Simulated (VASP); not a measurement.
# InPd (Pm-3m) in VASP: notebook

The runs below take InPd through single point, with PBE.

Everything below comes from runs of VASP 6.6.1. Logs are shortened: lines on timing, memory, paths and dates and some standing lists are left out, and cuts for length are marked.

## Step 1: The cell of the first run

The structure is cubic, space group Pm-3m (No. 221). The conventional cell has a = 3.203 Å, b = 3.203 Å, c = 3.203 Å, α = 90.00°, β = 90.00°, γ = 90.00°. In (site symmetry m-3m) has 8 Pd at 2.77 Å and 6 In at 3.20 Å within 3.7 Å. Pd (site symmetry m-3m) has 8 In at 2.77 Å and 6 Pd at 3.20 Å within 3.7 Å.

## Step 2: Single point, PBE (volume scaled by 0.91)

File INCAR:

```
SYSTEM = InPd
  PREC = Accurate
  ENCUT = 520
  EDIFF = 1E-6
  ISMEAR = 0
  SIGMA = 0.1
  LREAL = .False.
  LASPH = .True.
  NELM = 60
  ALGO = Fast
  ISIF = 2
  LWAVE = .False.
  LCHARG = .False.
  GGA = PE
  NBANDS = 18
```

File KPOINTS:

```
regular mesh
0
Gamma
  14 14 14
  0 0 0
```

File POSCAR:

```
InPd
1.0
    3.2029726563      0.0000000000      0.0000000000
    0.0000000000      3.2029726563      0.0000000000
    0.0000000000      0.0000000000      3.2029726563
In Pd
1 1
Direct
    0.0000000000      0.0000000000      0.0000000000
    0.5000000000      0.5000000000      0.5000000000
```

Potentials or basis: VASP PAW PBE potentials, release 64 (In_d, Pd).

On the command line:

```console
$ cat potpaw_PBE.64/In_d/POTCAR potpaw_PBE.64/Pd/POTCAR > POTCAR
$ mpirun -np 1 vasp_std > vasp.out
```

OUTCAR:

```text
SYSTEM = InPd
   PREC = Accurate
   ENCUT = 520
   EDIFF = 1E-6
   ISMEAR = 0
   LREAL = .False.
   LASPH = .True.
   NELM = 60
   ISIF = 2
   GGA = PE

 ion  position               nearest neighbor table
   1  0.000  0.000  0.000-   2 2.77   2 2.77   2 2.77   2 2.77   2 2.77   2 2.77   2 2.77   2 2.77

   2  0.500  0.500  0.500-   1 2.77   1 2.77   1 2.77   1 2.77   1 2.77   1 2.77   1 2.77   1 2.77

  LATTYP: Found a simple cubic cell.
 ALAT       =     3.2029726563

  Lattice vectors:

 A1 = (   3.2029726563,   0.0000000000,   0.0000000000)
 A2 = (   0.0000000000,   3.2029726563,   0.0000000000)
 A3 = (   0.0000000000,   0.0000000000,   3.2029726563)

Analysis of symmetry for initial positions (statically):
=====================================================================
 Subroutine PRICEL returns:
 Original cell was already a primitive cell.

 Routine SETGRP: Setting up the symmetry group for a
 simple cubic supercell.

 Subroutine GETGRP returns: Found 48 space group operations
 (whereof 48 operations were pure point group operations)
 out of a pool of 48 trial point group operations.

The static configuration has the point symmetry O_h .

Analysis of symmetry for dynamics (positions and initial velocities):
=====================================================================
 Subroutine PRICEL returns:
 Original cell was already a primitive cell.

 Routine SETGRP: Setting up the symmetry group for a
 simple cubic supercell.

 Subroutine GETGRP returns: Found 48 space group operations
 (whereof 48 operations were pure point group operations)
 out of a pool of 48 trial point group operations.

The dynamic configuration has the point symmetry O_h .

 Subroutine INISYM returns: Found 48 space group operations
 (whereof 48 operations are pure point group operations),
 and found     1 'primitive' translations

----------------------------------------------------------------------------------------

                                     Primitive cell

  volume of cell :      32.8594

  direct lattice vectors                    reciprocal lattice vectors
     3.202972656  0.000000000  0.000000000     0.312209971  0.000000000  0.000000000
     0.000000000  3.202972656  0.000000000     0.000000000  0.312209971  0.000000000
     0.000000000  0.000000000  3.202972656     0.000000000  0.000000000  0.312209971

  length of vectors
     3.202972656  3.202972656  3.202972656     0.312209971  0.312209971  0.312209971

[... 75 lines left out ...]
   LNONCOLLINEAR =      F non collinear calculations
   LSORBIT =      F    spin-orbit coupling
   LASPH  =      T    aspherical Exc in radial PAW
   ENCUT  =  520.0 eV  38.22 Ry    6.18 a.u.   5.96  5.96  5.96*2*pi/ulx,y,z
   NELM   =     60;   NELMIN=  2; NELMDL= -5     # of ELM steps
   EDIFF  = 0.1E-05   stopping-criterion for ELM
   LREAL  =      F    real-space projection
   EDIFFG = 0.1E-04   stopping-criterion for IOM
   NSW    =      0    number of steps for IOM
   IBRION =     -1    ionic relax: 0-MD 1-quasi-New 2-CG
   NFREE  =      0    steps in history (QN), initial steepest desc. (CG)
   ISIF   =      2    stress and relaxation
   ISYM   =      2    0-nonsym 1-usesym 2-fastsym
   POTIM  = 0.5000    time-step for ionic-motion
   TEBEG  =    0.0;   TEEND  =   0.0 temperature during run
   PSTRESS=    0.0 pullay stress
   NELECT =      23.0000    total number of electrons
   NUPDOWN=      -1.0000    fix difference up-down
   EMIN   =  10.00;   EMAX   =-10.00  energy-range for DOS
   EFERMI =   0.00;   METHOD = LEGACY
   ISMEAR =     0;   SIGMA  =   0.10  broadening in eV -4-tet -1-fermi 0-gaus
   EFERMI_NEDOS =   21; number of points for ismear=-14 and -15
   IALGO  =     68    algorithm
   IMIX   =      4    mixing-type and parameters
     AMIX     =   0.40;   BMIX     =  1.00
     AMIX_MAG =   1.60;   BMIX_MAG =  1.00
  volume/ion in A,a.u.               =      16.43       110.87
  Fermi-wavevector in a.u.,A,eV,Ry     =   1.453553  2.746817 28.746612  2.112816
  Thomas-Fermi vector in A             =   2.570806
   LORBIT       =      0    0 simple, 1 ext, 2 COOP (PROOUT), +10 PAW based schemes
   GGA     = PE    functional components
   LHFCALC =     F    Hartree Fock is set to
   AEXX    =    0.0000 exact exchange contribution
   IVDW    =     0    specifies the selected vdW correction
   LEPSILON=     F    determine dielectric tensor
   LRPA    =     F    only Hartree local field effects (RPA)
 non-spin polarized calculation
 RMM-DIIS sequential band-by-band and
 Gauss-broadening in eV      SIGMA  =   0.10
  energy-cutoff  :      520.00
  volume of cell :       32.86
 maximum number of plane-waves:       912
 NGX is ok and might be reduce to    24
   NGX = 11   NGY = 11   NGZ = 11

 number of electron      22.9999999 magnetization

 Free energy of the ion-electron system (eV)
  ---------------------------------------------------
  ext. energy  EPLUGINS =         0.00000000
  ---------------------------------------------------
  free energy    TOTEN  =        -8.62127004 eV

  energy without entropy =       -8.61835945  energy(sigma->0) =       -8.61981475

 E-fermi :  11.6220     XC(G=0): -12.5977

 val. band max:       11.6032769738   @ k =   0.2857   0.0714   0.0000
 cond. band min:      11.6925438177   @ k =   0.4286   0.4286   0.2143
 fundamental gap:      0.0892668439
 Fermi energy:        11.6220052696

 k-point     1 :       0.0000    0.0000    0.0000
  band No.  band energies     occupation
      1      -3.6354      2.00000
      2      -3.6354      2.00000
      3      -3.1436      2.00000
      4      -3.1436      2.00000
      5      -3.1436      2.00000
      6       0.9134      2.00000
[... 481 lines left out ...]
      5      -3.1845      2.00000
      6       3.6171      2.00000
[... 10 lines left out ...]
     17      24.7612      0.00000
     18      25.4772      0.00000

 [... further k-points ...]
[... 5 lines left out ...]
  --------------------------------------------------------------------------------------
  -------------------------------------------------------------------------------------
  Total        2.8629220      2.8629220      2.8629220     -0.0000000     -0.0000000      0.0000000
  in kB      139.5919610    139.5919610    139.5919610     -0.0000000     -0.0000000      0.0000000
  external PRESSURE =     139.5919610 kB  Pullay stress =       0.0000000 kB

 VOLUME and BASIS-vectors are now :
 -----------------------------------------------------------------------------
  energy-cutoff  :      520.00
  volume of cell :       32.86
      direct lattice vectors                 reciprocal lattice vectors
     3.202972656  0.000000000  0.000000000     0.312209971  0.000000000  0.000000000
     0.000000000  3.202972656  0.000000000     0.000000000  0.312209971  0.000000000
     0.000000000  0.000000000  3.202972656     0.000000000  0.000000000  0.312209971

 POSITION                                       TOTAL-FORCE (eV/Angst)
 -----------------------------------------------------------------------------------
      0.00000      0.00000      0.00000         0.000000      0.000000      0.000000
      1.60149      1.60149      1.60149         0.000000      0.000000      0.000000
 -----------------------------------------------------------------------------------
    total drift:                                0.000000      0.000000     -0.000000

  FREE ENERGIE OF THE ION-ELECTRON SYSTEM (eV)
  ---------------------------------------------------
  free  energy   TOTEN  =        -8.6212700385 eV

  energy  without entropy=       -8.6183594528  energy(sigma->0) =       -8.61981475
```

It took 65 s on 1 thread of Intel Xeon 8259CL, shared host; peak memory 0.2 GiB.

What came out:

```
Free energy : -8.6213 eV
Pressure    : 14.0 GPa
```

Levels at points of the mesh, in eV from the Fermi level:
```
           k point  band 10  band 11  band 12  band 13  band 14  band 15
(0.00, 0.00, 0.00)    -2.53    -2.53     4.23     4.23     4.23    10.19
(0.50, 0.00, 0.00)    -3.64    -2.63    -1.27    10.01    10.03    10.03
(0.50, 0.50, 0.00)    -2.67    -2.67    -1.90     1.68     2.60     9.84
(0.50, 0.50, 0.50)    -1.86     0.10     3.78     3.78     3.78     4.56
```

Caveat: spin-orbit coupling is left out, which moves the levels of the heavy elements.

## Step 3: Single point, PBE (volume scaled by 0.94)

File INCAR:

```
SYSTEM = InPd
ALGO = Normal
EDIFF = 1E-7
ENCUT = 520
GGA = PE
ISIF = 2
ISMEAR = 0
LASPH = .TRUE.
LCHARG = .TRUE.
LELF = .TRUE.
LREAL = .FALSE.
LVHAR = .TRUE.
LWAVE = .FALSE.
NBANDS = 18
NELM = 80
PREC = Accurate
SIGMA = 0.1
```

File KPOINTS:

```
k-points
0
G
  14 14 14
  0 0 0
```

File POSCAR:

```
InPd
1.0
    3.2377903043      0.0000000000      0.0000000000
    0.0000000000      3.2377903043      0.0000000000
    0.0000000000      0.0000000000      3.2377903043
In Pd
1 1
Direct
    0.0000000000      0.0000000000      0.0000000000
    0.5000000000      0.5000000000      0.5000000000
```

Potentials or basis: VASP PAW PBE potentials, release 64 (In_d, Pd).

On the command line:

```console
$ cat potpaw_PBE.64/In_d/POTCAR potpaw_PBE.64/Pd/POTCAR > POTCAR
$ mpirun -np 1 vasp_std > vasp.out
```

Run time: 59 s. Hardware: 1 thread of Intel Xeon 8259CL, shared host; peak memory 0.2 GiB.

It converged, with:

* Free energy: -8.6960 eV
* Pressure: 8.3 GPa

Levels at points of the mesh, in eV from the Fermi level:
| k point | band 8 | band 9 | band 10 | band 11 | band 12 | band 13 | band 14 | band 15 | band 16 | band 17 |
| --- | --- | --- | --- | --- | --- | --- | --- | --- | --- | --- |
| (0.00, 0.00, 0.00) | -4.06 | -2.43 | -2.43 | -2.43 | 4.19 | 4.19 | 4.19 | 9.77 | 10.71 | 10.71 |
| (0.50, 0.00, 0.00) | -4.05 | -3.48 | -3.48 | -2.52 | -1.22 | 9.75 | 9.75 | 9.91 | 10.84 | 10.84 |
| (0.50, 0.50, 0.00) | -2.86 | -2.86 | -2.53 | -2.53 | -1.83 | 1.53 | 2.49 | 9.62 | 11.33 | 11.33 |
| (0.50, 0.50, 0.50) | -5.16 | -1.79 | -1.79 | -0.03 | 3.75 | 3.75 | 3.75 | 4.44 | 4.44 | 4.44 |

Caveat: spin-orbit coupling is left out, which moves the levels of the heavy elements.

## Step 4: Single point, PBE (volume scaled by 0.97)

File INCAR:

```
ALGO = Fast ; EDIFF = 1E-6
ENCUT = 520 ; GGA = PE
ISIF = 2 ; ISMEAR = 0
LASPH = T ; LCHARG = F
LREAL = F ; LWAVE = F
NBANDS = 18 ; NELM = 100
PREC = Accurate ; SIGMA = 0.1
```

File KPOINTS:

```
k-points
0
Gamma
  14 14 14
```

File POSCAR:

```
InPd
1.0
    3.2718748123      0.0000000000      0.0000000000
    0.0000000000      3.2718748123      0.0000000000
    0.0000000000      0.0000000000      3.2718748123
In Pd
1 1
Direct
    0.0000000000      0.0000000000      0.0000000000
    0.5000000000      0.5000000000      0.5000000000
```

On the command line:

```console
$ cat potpaw_PBE.64/In_d/POTCAR potpaw_PBE.64/Pd/POTCAR > POTCAR
$ mpirun -np 1 vasp_std > vasp.out
```

It took 79 s on 1 thread of Intel Xeon 8259CL, shared host; peak memory 0.2 GiB.

It converged, with:

* Free energy: -8.7365 eV
* Pressure: 3.7 GPa

Levels at points of the mesh, in eV from the Fermi level:
```tsv
k point	band 9	band 10	band 11	band 12	band 13	band 14	band 15	band 16
(0.00, 0.00, 0.00)	-2.34	-2.34	-2.34	4.16	4.16	4.16	9.37	10.52
(0.50, 0.00, 0.00)	-3.32	-3.32	-2.41	-1.18	9.50	9.50	9.83	10.66
(0.50, 0.50, 0.00)	-2.75	-2.38	-2.38	-1.76	1.39	2.41	9.42	11.27
(0.50, 0.50, 0.50)	-1.72	-1.72	-0.14	3.73	3.73	3.73	4.33	4.33
```

Caveat: spin-orbit coupling is left out, which moves the levels of the heavy elements.

## Step 5: Single point, PBE (volume scaled by 1.03)

File INCAR:

```
SYSTEM = InPd
PREC = Accurate
ENCUT = 520
EDIFF = 1E-6
ISMEAR = 0
SIGMA = 0.1
LREAL = .False.
LASPH = .True.
NELM = 60
ALGO = Normal
ISIF = 2
LWAVE = .False.
LCHARG = .False.
GGA = PE
NBANDS = 18
```

File KPOINTS:

```
regular mesh
0
Gamma
  14 14 14
  0 0 0
```

File POSCAR:

```
InPd
1.0
    3.3379911066      0.0000000000      0.0000000000
    0.0000000000      3.3379911066      0.0000000000
    0.0000000000      0.0000000000      3.3379911066
In Pd
1 1
Direct
    0.0000000000      0.0000000000      0.0000000000
    0.5000000000      0.5000000000      0.5000000000
```

On the command line:

```console
$ cat potpaw_PBE.64/In_d/POTCAR potpaw_PBE.64/Pd/POTCAR > POTCAR
$ mpirun -np 1 vasp_std > vasp.out
```

Run time: 95 s. Hardware: 1 thread of Intel Xeon 8259CL, shared host; peak memory 0.22 GiB.

Results (log left out):

* Free energy: -8.7394 eV
* Pressure: -3.0 GPa

Levels at points of the mesh, in eV from the Fermi level:
| k point | band 10 | band 11 | band 12 | band 13 | band 14 | band 15 |
| --- | --- | --- | --- | --- | --- | --- |
| (0.00, 0.00, 0.00) | -2.15 | -2.15 | 4.12 | 4.12 | 4.12 | 8.67 |
| (0.50, 0.00, 0.00) | -3.03 | -2.20 | -1.08 | 9.05 | 9.05 | 9.68 |
| (0.50, 0.50, 0.00) | -2.10 | -2.10 | -1.62 | 1.17 | 2.28 | 9.05 |
| (0.50, 0.50, 0.50) | -1.58 | -0.32 | 3.72 | 3.72 | 3.72 | 4.16 |

Caveat: spin-orbit coupling is left out, which moves the levels of the heavy elements.

[end of part 1 of 2]
